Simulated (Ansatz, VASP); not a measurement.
# CeO2: VASP beside Ansatz

```
Ce O
1.0
     0.00000    2.70486    2.70486
     2.70486    0.00000    2.70486
     2.70486    2.70486    0.00000
Ce O
1 2
Direct
  0.00000 0.00000 0.00000
  0.25000 0.25000 0.25000
  0.75000 0.75000 0.75000
```

Alike in both runs: task relaxation of cell and atoms; functional PBE; k mesh 10 × 10 × 10; occupations gaussian, width 0.02 eV; no spin polarisation.

|  | VASP | Ansatz |
| --- | --- | --- |
| version | VASP 6.6.1 | Ansatz 0.2.0 |
| potentials or method | VASP PAW PBE potentials, release 64 (Ce, O), cutoff 600 eV | scalar-relativistic, plane waves, PAW |
| valence electrons in the cell | 24 | 24 |

VASP gave:

| Quantity | Value |
| --- | --- |
| gap on the k mesh at the Fermi level, each at its own relaxed structure (eV) | 1.89 |
| relaxed volume (Å³/atom) | 13.59 |
| relaxed cell length with the largest relative difference (Å) | 3.863 |

Problem. What did Ansatz give for the same quantities?

Solution. gap on the k mesh at the Fermi level, each at its own relaxed structure (eV): 1.92; relaxed volume (Å³/atom): 13.60; relaxed cell length with the largest relative difference (Å): 3.864.

Neither program's run includes spin-orbit coupling.
